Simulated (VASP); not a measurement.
# Pb (Fd-3m) in VASP: a series of runs, part 2 of 2

VASP 6.6.1. The steps go on from the part before.

## (6) Single point, PBEsol

Contents of INCAR:

```
PREC     = Accurate       # precision mode
ENCUT    = 520            # plane-wave cutoff, eV
EDIFF    = 1E-6           # SCF threshold, eV
ISMEAR   = -1             # smearing method
SIGMA    = 0.1            # smearing width, eV
LREAL    = False          # projectors in reciprocal space
LASPH    = True           # aspherical terms in the spheres
NELM     = 60             # most SCF steps
ALGO     = Normal         # electronic algorithm
ISIF     = 2              # what is computed and relaxed
LWAVE    = False          # write WAVECAR
LCHARG   = True           # write CHGCAR
GGA      = PS             # functional
LELF     = True           # ELF
LVHAR    = True         
NBANDS   = 21             # bands
```

Contents of KPOINTS:

```
Automatic mesh
0
Gamma
  9 9 9
```

Contents of POSCAR:

```
Pb
1.0
    0.0000000000      3.4562703011      3.4562703011
    3.4562703011      0.0000000000      3.4562703011
    3.4562703011      3.4562703011      0.0000000000
Pb
2
Direct
    0.1250000000      0.1250000000      0.1250000000
    0.8750000000      0.8750000000      0.8750000000
```

Potentials or basis: VASP PAW PBE potentials, release 64 (Pb_d).

Launch:

```console
$ cat potpaw_PBE.64/Pb_d/POTCAR > POTCAR
$ mpirun -np 1 vasp_std > vasp.out
```

OUTCAR:

```text
PREC = Accurate
   ENCUT = 520
   EDIFF = 1E-6
   ISMEAR = -1
   LREAL = False
   LASPH = True
   NELM = 60
   ISIF = 2
   GGA = PS

 ion  position               nearest neighbor table
   1  0.125  0.125  0.125-   2 2.99   2 2.99   2 2.99   2 2.99
   2  0.875  0.875  0.875-   1 2.99   1 2.99   1 2.99   1 2.99

  LATTYP: Found a face centered cubic cell.
 ALAT       =     6.9125406022

  Lattice vectors:

 A1 = (   0.0000000000,   3.4562703011,   3.4562703011)
 A2 = (   3.4562703011,   0.0000000000,   3.4562703011)
 A3 = (   3.4562703011,   3.4562703011,   0.0000000000)

Analysis of symmetry for initial positions (statically):
=====================================================================
 Subroutine PRICEL returns:
 Original cell was already a primitive cell.

 Routine SETGRP: Setting up the symmetry group for a
 face centered cubic supercell.

 Subroutine GETGRP returns: Found 48 space group operations
 (whereof 12 operations were pure point group operations)
 out of a pool of 48 trial point group operations.

The static configuration has the point symmetry D_3d.
 The point group associated with its full space group is O_h .

Analysis of symmetry for dynamics (positions and initial velocities):
=====================================================================
 Subroutine PRICEL returns:
 Original cell was already a primitive cell.

 Routine SETGRP: Setting up the symmetry group for a
 face centered cubic supercell.

 Subroutine GETGRP returns: Found 48 space group operations
 (whereof 12 operations were pure point group operations)
 out of a pool of 48 trial point group operations.

The dynamic configuration has the point symmetry D_3d.
 The point group associated with its full space group is O_h .

 Subroutine INISYM returns: Found 48 space group operations
 (whereof 12 operations are pure point group operations),
[... 95 lines left out ...]
   NELM   =     60;   NELMIN=  2; NELMDL= -5     # of ELM steps
   EDIFF  = 0.1E-05   stopping-criterion for ELM
   LREAL  =      F    real-space projection
[... 7 lines left out ...]
   TEBEG  =    0.0;   TEEND  =   0.0 temperature during run
   PSTRESS=    0.0 pullay stress
   NELECT =      28.0000    total number of electrons
   NUPDOWN=      -1.0000    fix difference up-down
   EMIN   =  10.00;   EMAX   =-10.00  energy-range for DOS
   EFERMI =   0.00;   METHOD = LEGACY
   ISMEAR =    -1;   SIGMA  =   0.10  broadening in eV -4-tet -1-fermi 0-gaus
   EFERMI_NEDOS =   21; number of points for ismear=-14 and -15
   IALGO  =     38    algorithm
   IMIX   =      4    mixing-type and parameters
     AMIX     =   0.40;   BMIX     =  1.00
     AMIX_MAG =   1.60;   BMIX_MAG =  1.00
  volume/ion in A,a.u.               =      41.29       278.62
  Fermi-wavevector in a.u.,A,eV,Ry     =   1.141589  2.157291 17.731461  1.303226
  Thomas-Fermi vector in A             =   2.278289
   LORBIT       =      0    0 simple, 1 ext, 2 COOP (PROOUT), +10 PAW based schemes
   GGA     = PS    functional components
   LHFCALC =     F    Hartree Fock is set to
   AEXX    =    0.0000 exact exchange contribution
   IVDW    =     0    specifies the selected vdW correction
   LEPSILON=     F    determine dielectric tensor
   LRPA    =     F    only Hartree local field effects (RPA)
 non-spin polarized calculation
  energy-cutoff  :      520.00
  volume of cell :       82.58
 maximum number of plane-waves:      2234
   NGX = 19   NGY = 19   NGZ = 19

 number of electron      27.9999992 magnetization

 Free energy of the ion-electron system (eV)
  ---------------------------------------------------
  ext. energy  EPLUGINS =         0.00000000
  ---------------------------------------------------
  free energy    TOTEN  =        -7.35776147 eV

  energy without entropy =       -7.34038769  energy(sigma->0) =       -7.34907458

 E-fermi :   4.0342     XC(G=0):  -8.5535

 val. band max:        3.8879315535   @ k =   0.1111   0.1111   0.0000
 cond. band min:       4.1680047965   @ k =  -0.1111   0.1111   0.0000
 fundamental gap:      0.2800732430
 Fermi energy:         4.0342470370

 k-point     1 :       0.0000    0.0000    0.0000
  band No.  band energies     occupation
      1     -13.0700      2.00000
      2     -13.0700      2.00000
      3     -13.0700      2.00000
      4     -12.9944      2.00000
      5     -12.9944      2.00000
      6     -12.5779      2.00000
[... 565 lines left out ...]
     20      12.7512      0.00000
     21      14.1422      0.00000

 [... further k-points ...]
[... 5 lines left out ...]
  --------------------------------------------------------------------------------------
  -------------------------------------------------------------------------------------
  Total       -0.0513613     -0.0513613     -0.0513613     -0.0000000     -0.0000000     -0.0000000
  in kB       -0.9965364     -0.9965364     -0.9965364     -0.0000000     -0.0000000     -0.0000000
  external PRESSURE =      -0.9965364 kB  Pullay stress =       0.0000000 kB

 VOLUME and BASIS-vectors are now :
 -----------------------------------------------------------------------------
  energy-cutoff  :      520.00
  volume of cell :       82.58
      direct lattice vectors                 reciprocal lattice vectors
     0.000000000  3.456270301  3.456270301    -0.144664611  0.144664611  0.144664611
     3.456270301  0.000000000  3.456270301     0.144664611 -0.144664611  0.144664611
     3.456270301  3.456270301  0.000000000     0.144664611  0.144664611 -0.144664611

 POSITION                                       TOTAL-FORCE (eV/Angst)
 -----------------------------------------------------------------------------------
      0.86407      0.86407      0.86407         0.000000      0.000000      0.000000
      6.04847      6.04847      6.04847        -0.000000     -0.000000     -0.000000
 -----------------------------------------------------------------------------------
    total drift:                                0.000000      0.000000      0.000000

  FREE ENERGIE OF THE ION-ELECTRON SYSTEM (eV)
  ---------------------------------------------------
  free  energy   TOTEN  =        -7.3577614744 eV

  energy  without entropy=       -7.3403876887  energy(sigma->0) =       -7.34907458
```

stdout:

```text
POSCAR found type information on POSCAR Pb
 POSCAR found :  1 types and       2 ions
 scaLAPACK will be used
 -----------------------------------------------------------------------------
|                                                                             |
|                                                                             |
|     You enforced a specific xc type in the INCAR file but a different       |
|     I HOPE YOU KNOW WHAT YOU ARE DOING!                                     |
|                                                                             |
 -----------------------------------------------------------------------------

 LDA part: xc-table for (Slater+PW92), standard interpolation
 POSCAR, INCAR and KPOINTS ok, starting setup
 FFT: planning ... GRIDC
 FFT: planning ... GRID_SOFT
 FFT: planning ... GRID
 WAVECAR not read
 entering main loop
```

It took 54 s on 1 thread of Intel Xeon Platinum 8375C at 2.90GHz (Ice Lake), shared host; peak memory 0.22 GiB.

Results:

```
Free energy            : -7.3578 eV
Pressure               : -0.1 GPa
Band gap on the k mesh : zero (band 14 reaches 4.43 eV, above the bottom of band 15 at 3.32 eV)
```

Caveat: the PAW data sets were made with another functional, which shifts forces and pressure a little; spin-orbit coupling is left out, which moves the levels of the heavy elements.

## (7) Summary

| cell | k mesh | gap on the mesh (eV) | pressure (GPa) |
| --- | --- | --- | --- |
| a = 4.888 Å, angles 60.0°, 2 atoms | 8 × 8 × 8 | none | -0.1 |
| a = 4.684 Å, angles 60.0°, 2 atoms | 9 × 9 × 9 | none | 5.1 |
| a = 4.754 Å, angles 60.0°, 2 atoms | 9 × 9 × 9 | none | 3.0 |
| a = 4.822 Å, angles 60.0°, 2 atoms | 9 × 9 × 9 | none | 1.2 |
| a = 4.888 Å, angles 60.0°, 2 atoms | 9 × 9 × 9 | none | -0.1 |

Alike in all rows: task single point; level PBEsol; potentials or basis VASP PAW PBE potentials, release 64 (Pb_d); no spin polarisation; cutoff (eV) 520; smearing fermi-dirac 0.1 eV.

Caveats: the PAW data sets were made with another functional, which shifts forces and pressure a little; spin-orbit coupling is left out, which moves the levels of the heavy elements.

Absolute energies hang on the potentials; compare differences alone.
